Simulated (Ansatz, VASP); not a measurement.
# One calculation of CuNi3, two programs

```
CELL_PARAMETERS angstrom
1.37636 -1.96030 0.00000
1.37636 1.96030 0.00000
0.00000 0.00000 7.82764
ATOMIC_POSITIONS crystal
Cu 0.00000 0.00000 0.00000
Ni 0.50000 0.50000 0.25469
Ni 0.00000 0.00000 0.50000
Ni 0.50000 0.50000 0.74531
```

Change from the starting cell: volume scaled by 0.96.

Alike in both runs: task single point; functional PBEsol; k mesh 12 × 12 × 4; occupations fermi-dirac, width 0.05 eV; collinear spin.

```csv
,VASP,Ansatz
version,VASP 6.6.1,Ansatz 0.2.0
potentials or method,"VASP PAW PBE potentials, release 64 (Cu, Ni), cutoff 520 eV","all-electron LAPW, scalar-relativistic"
```

```csv
,VASP,Ansatz,Ansatz less VASP
gap on the k mesh at the Fermi level (eV),none,none,-
pressure (GPa),1.9,1.8,-0.15
"traceless stress, the component that is largest in VASP (GPa)",0.85,0.89,+0.042
rms of the force components (eV/Å),0.013,0.018,+0.0046
net moment per atom (μB),0.30,0.31,+0.008
size of the moment on the site where the two differ most (μB),0.48,0.50,+0.025
```

VASP's potentials were made for PBE, not for PBEsol. Site moments also hang on the region over which each program counts them. Atom by atom the forces differ by 0.005 eV/Å (rms over components). A gap of «none» marks a metal or a gap that the smearing closes. Ansatz ran all-electron here, and VASP with PAW potentials.
